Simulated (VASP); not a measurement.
**Pt: single point with LDA**

Pt:

```xyz
1
Lattice="0.0000 1.9468 2.0831 1.9468 0.0000 2.0831 1.9468 1.9468 0.0000" Properties=species:S:1:pos:R:3 pbc="T T T"
Pt    0.0000    0.0000    0.0000
```

This cell differs from its parent crystal: normal strain along x +0.0000, normal strain along z +0.0700.

```
Program                : VASP 6.6.1
Task                   : single point
Functional             : LDA
Potentials or basis    : VASP PAW LDA potentials, release 64 (Pt)
Cutoff                 : 520 eV
k mesh                 : 20 × 20 × 20
Occupations            : gaussian, width 0.15 eV
Spin                   : no spin polarisation
Dipole correction      : no
Further INCAR settings : ALGO = Normal; EDIFF = 1e-06; NBANDS = 11
```

| Quantity | Value |
| --- | --- |
| Pressure | -16.1 GPa |
| Band gap on the k mesh | zero (bands 5 and 6 overlap by 2.36 eV) |

Stress tensor (GPa, compression positive):
```
-13.93   0.00   0.00
  0.00 -13.93   0.00
  0.00   0.00 -20.52
```

Levels at points of the mesh, in eV from the Fermi level:
```
           k point  band 1  band 2  band 3  band 4  band 5  band 6  band 7  band 8  band 9  band 10
(0.00, 0.00, 0.00)   -9.72   -4.03   -3.24   -3.24   -1.97   -1.06   14.83   18.41   19.94    19.94
(0.50, 0.00, 0.00)   -6.87   -3.93   -3.20   -0.27   -0.11    0.20    5.53   14.16   18.12    19.29
(0.50, 0.50, 0.00)   -6.67   -6.19    0.10    0.42    0.42    1.08    7.29   12.02   12.02    20.32
(0.50, 0.00, 0.50)   -6.55   -6.13   -0.04    0.13    0.80    2.30    8.99   10.68   11.01    19.46
```

Wall time 70 s on 1 thread of Intel Xeon 8259CL (shared host), peak memory 0.23 GiB.

Caveat: the cell differs from its parent crystal (normal strain along x +0.0000, normal strain along z +0.0700); the stress differs along the axes, from -21 to -14 GPa; spin-orbit coupling is left out, which moves the levels of the heavy elements.
